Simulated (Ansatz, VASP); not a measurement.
Two plane-wave programs on BP

```
P B
1.0
     0.00000    2.23833    2.23833
     2.23833    0.00000    2.23833
     2.23833    2.23833    0.00000
P B
1 1
Direct
  0.75000 0.75000 0.75000
  0.00000 0.00000 0.00000
```

Alike in both runs: task single point; functional PBE; dispersion D3(BJ); k mesh 10 × 10 × 10; occupations fermi-dirac, width 0.05 eV; no spin polarisation.

|  | VASP | Ansatz |
| --- | --- | --- |
| version | VASP 6.6.1 | Ansatz 0.2.0 |
| potentials or method | VASP PAW PBE potentials, release 64 (P, B) | Ansatz PAW |
| plane-wave cutoff (eV) | 520 | 420 |
| valence electrons in the cell | 8 | 8 |

Ansatz gave:

```
gap on the k mesh at the Fermi level (eV) : 1.19
least direct gap on the mesh (eV)         : 3.47
pressure (GPa)                            : 3.6
```

Q: Estimate VASP's values.

A: gap on the k mesh at the Fermi level (eV): 1.18; least direct gap on the mesh (eV): 3.46; pressure (GPa): 3.4.
